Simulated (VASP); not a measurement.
Set up this calculation in VASP 6.6.1, as the native input.

* Task: single point
* Functional: r2SCAN
* Potentials or basis: VASP PAW PBE potentials, release 64 (C)
* Cutoff: 520 eV
* k mesh: 10 × 10 × 2
* Occupations: gaussian, width 0.05 eV
* Spin: no spin polarisation
* Dipole correction: no
* Further INCAR settings: ALGO = Normal; EDIFF = 1e-06; NBANDS = 36

C:

```
C
1.0
     1.78014   -1.78014    0.00000
     1.78014    0.00000   -1.78014
     7.03396    7.03396    7.03396
C
12
Cartesian
  4.3022 0.7420 0.7420
  0.7420 0.7420 0.7420
  4.3022 2.5221 2.5221
  7.8625 4.3022 4.3022
  7.8625 2.5221 2.5221
  7.8625 6.0824 6.0824
  5.1923 1.6320 1.6320
  5.1923 -0.1481 -0.1481
  5.1923 3.4122 3.4122
  8.7526 5.1923 5.1923
  5.1923 5.1923 5.1923
  1.6320 -0.1481 -0.1481
```

One way to write it, as run:

POSCAR

```
C
1.0
    1.7801417073     -1.7801417073      0.0000000000
    1.7801417073      0.0000000000     -1.7801417073
    7.0339642889      7.0339642889      7.0339642889
C
12
Direct
    0.6666666667      0.6666666667      0.2742015914
    0.0000000000      0.0000000000      0.1054829159
    0.3333333333      0.3333333333      0.4429202669
    0.6666666667      0.6666666667      0.7803576178
    1.0000000000      1.0000000000      0.6116389424
    0.3333333333      0.3333333333      0.9490762933
    0.6666666667      0.6666666667      0.4007405980
    1.0000000000      1.0000000000      0.2320219225
    0.3333333333      0.3333333333      0.5694592735
    0.6666666667      0.6666666667      0.9068966245
    0.0000000000      0.0000000000      0.7381779490
    0.3333333333      0.3333333333      0.0633032470
```

INCAR.step1

```
PREC = Accurate
ENCUT = 520
ISMEAR = 0
SIGMA = 0.05
LREAL = F
LASPH = T
NELM = 60
NBANDS = 36
GGA = PE
ALGO = Normal
EDIFF = 1E-4
LWAVE = T
LCHARG = F
```

INCAR.step2

```
PREC = Accurate
ENCUT = 520
EDIFF = 1E-6
ISMEAR = 0
SIGMA = 0.05
LREAL = F
LASPH = T
NELM = 60
ALGO = Normal
ISIF = 2
LWAVE = F
LCHARG = F
METAGGA = R2SCAN
LMIXTAU = T
NBANDS = 36
ISTART = 1
```

KPOINTS

```
Automatic mesh
0
Gamma
  10 10 2
```

Potentials or basis: VASP PAW PBE potentials, release 64 (C).

Run with:

```console
$ cat potpaw_PBE.64/C/POTCAR > POTCAR
$ cp INCAR.step1 INCAR
$ mpirun -np 1 vasp_std > vasp.out
$ cp INCAR.step2 INCAR
$ mpirun -np 1 vasp_std > vasp.out
```

It gave:

| Quantity | Value |
| --- | --- |
| Pressure | 8.6 GPa |
| Largest force | 4.457 eV/Å |
| Band gap on the k mesh | 4.30 eV |

Caveat: the PAW data sets were made with another functional, which shifts forces and pressure a little.

It took 5.6 min on 1 thread of Intel Xeon 8259CL, on a shared host, peak memory 0.21 GiB.
